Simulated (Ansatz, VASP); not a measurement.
## CdF2: VASP beside Ansatz

Contents of POSCAR:

```
CdF2
1.0
    0.0000000000      2.5454590730      2.5454590730
    2.5454590730      0.0000000000      2.5454590730
    2.5454590730      2.5454590730      0.0000000000
Cd F
1 2
Direct
    0.0000000000      0.0000000000      0.0000000000
    0.2500000000      0.2500000000      0.2500000000
    0.7500000000      0.7500000000      0.7500000000
```

Contents of INCAR.step1:

```
  PREC = Accurate
  ENCUT = 770
  ISMEAR = 0
  SIGMA = 0.01
  LREAL = F
  LASPH = T
  NELM = 120
  NBANDS = 24
  GGA = PE
  ALGO = Normal
  EDIFF = 1E-5
  LWAVE = T
  LCHARG = F
  GGA_COMPAT = F
```

INCAR.step2

```
  PREC = Accurate
  ENCUT = 770
  EDIFF = 1E-6
  ISMEAR = 0
  SIGMA = 0.01
  LREAL = F
  LASPH = T
  NELM = 120
  ALGO = Normal
  ISIF = 2
  LWAVE = F
  LCHARG = T
  METAGGA = R2SCAN
  LMIXTAU = T
  LELF = T
  LVHAR = T
  NBANDS = 24
  ISTART = 1
  GGA_COMPAT = F
```

Contents of KPOINTS:

```
Automatic mesh
0
Gamma
  8 8 8
```

Input for Ansatz:

```yaml
crystal:
  lattice:
    - [0.0, 2.545459073, 2.545459073]
    - [2.545459073, 0.0, 2.545459073]
    - [2.545459073, 2.545459073, 0.0]
  atoms:
    - { symbol: Cd, position: [0.0, 0.0, 0.0] }
    - { symbol: F, position: [0.25, 0.25, 0.25] }
    - { symbol: F, position: [0.75, 0.75, 0.75] }
kpoints:
  mp_grid: { grid: [8, 8, 8] }
  band_path:
    path:
      - [0.0, 0.0, 0.0]
      - [0.5, 0.0, 0.5]
      - [0.625, 0.25, 0.625]
      - [0.375, 0.375, 0.75]
      - [0.5, 0.5, 0.5]
      - [0.5, 0.25, 0.75]
      - [0.25, -0.5, -0.25]
    npoints: 1
hamiltonian:
  xc: r2scan
scf:
  occupations: { method: fixed }
  n_extra_bands: 4
output:
  forces: true
  stress: true
  eigenvalues: true
```

Change from the starting cell: hydrostatic strain -5.5%.

Alike in both runs: task single point; functional r2SCAN; k mesh 8 × 8 × 8; no spin polarisation.

```csv
,VASP,Ansatz
version,VASP 6.6.1,Ansatz 0.2.0
potentials or method,"VASP PAW PBE potentials, release 64 (Cd_sv_GW, F)","plane waves, PAW"
plane-wave cutoff (eV),770,500
occupations,"gaussian, width 0.01 eV",fixed
valence electrons in the cell,34,34
```

```tsv
	VASP	Ansatz	Ansatz less VASP
gap on the k mesh at the Fermi level (eV)	4.42	4.43	+0.005
pressure (GPa)	28.5	28.9	+0.49
```

VASP's potentials were made for PBE, not for r2SCAN. Both programs put the cell under a high pressure, so it lies far from rest at this level.
